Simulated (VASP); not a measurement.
The system is CdS.

```xyz
2
Lattice="4.2186 0.0000 0.0000 -2.1093 3.6534 0.0000 0.0000 0.0000 5.8042" Properties=species:S:1:pos:R:3 pbc="T T T"
Cd    0.0000    0.0000    2.5695
S     2.1093    1.2178    2.5208
```

Base run:

```yaml
Program: VASP 6.6.1
Functional: LDA
Potentials_or_basis: VASP PAW LDA potentials, release 64 (Cd, S)
Cutoff: 520 eV
k_mesh: 6 × 6 × 4
Occupations: gaussian, width 0.02 eV
Spin: no spin polarisation
```

Its results: band gap on the k mesh 1.35 eV, indirect (the least direct gap lies 4.1 meV higher); pressure -1.5 GPa; largest force 0.017 eV/Å.

**Question.** The run is repeated on the same cell with these changes: potentials or basis from VASP PAW LDA potentials, release 64 (Cd, S) to VASP PAW LDA potentials, release 64 (Cd_sv_GW, S); cutoff from 520 eV to 540 eV; further incar settings from ALGO = Normal; EDIFF = 1e-06; NBANDS = 16 to ALGO = Normal; EDIFF = 1e-06; NBANDS = 20; valence electrons from 18 to 26. What comes out?

**Answer.** Band gap on the k mesh 1.34 eV, indirect (the least direct gap lies 4.2 meV higher); pressure -2.2 GPa; largest force 0.019 eV/Å.

A k mesh can miss the band edges.
